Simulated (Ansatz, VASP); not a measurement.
## CoO in VASP and in Ansatz

```
Co O
1.0
     0.00000    2.11719    2.11719
     2.11719    0.00000    2.11719
     2.11719    2.11719    0.00000
Co O
1 1
Direct
  0.00000 0.00000 0.00000
  0.50000 0.50000 0.50000
```

Alike in both runs: task single point; functional PBEsol; dispersion D4; k mesh 11 × 11 × 11; occupations fermi-dirac, width 0.05 eV; collinear spin.

|  | VASP | Ansatz |
| --- | --- | --- |
| version | VASP 6.6.1 | Ansatz 0.2.0 |
| potentials or method | VASP PAW PBE potentials, release 64 (Co_sv, O) | Ansatz PAW |
| plane-wave cutoff (eV) | 600 | 420 |
| valence electrons in the cell | 23 | 23 |

|  | VASP | Ansatz | Ansatz less VASP |
| --- | --- | --- | --- |
| gap on the k mesh at the Fermi level (eV) | none | none | - |
| pressure (GPa) | -12.2 | -9.6 | +2.53 |
| net moment per atom (μB) | 1.45 | 1.46 | +0.004 |
| size of the moment on the site where the two differ most (μB) | 2.50 | 2.47 | -0.029 |

VASP's potentials were made for PBE, not for PBEsol. Site moments also hang on the region over which each program counts them. A gap of «none» marks a metal or a gap that the smearing closes.
